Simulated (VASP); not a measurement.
Here is a VASP 6.6.1 calculation.

INCAR

```
SYSTEM = P
PREC = Accurate ; ENCUT = 520
EDIFF = 1E-6 ; ISMEAR = -1
SIGMA = 0.1 ; LREAL = .FALSE.
LASPH = .TRUE. ; NELM = 80
ALGO = Normal ; ISIF = 2
LWAVE = .FALSE. ; LCHARG = .FALSE.
GGA = RE ; NBANDS = 8
```

File KPOINTS:

```
Automatic mesh
0
G
  16 16 16
  0 0 0
```

POSCAR

```
P
1.0
   -1.4895007368      1.4895007368      1.4895007368
    1.4895007368     -1.4895007368      1.4895007368
    1.4895007368      1.4895007368     -1.4895007368
P
1
Direct
    0.0000000000      0.0000000000      0.0000000000
```

Potentials or basis: VASP PAW PBE potentials, release 64 (P).

Run with:

```bash
$ cat potpaw_PBE.64/P/POTCAR > POTCAR
$ mpirun -np 1 vasp_std > vasp.out
```

(1) Predict the pressure.

Answers

(1) 8.5 GPa.

Caveat: the PAW data sets were made with another functional, which shifts forces and pressure a little.
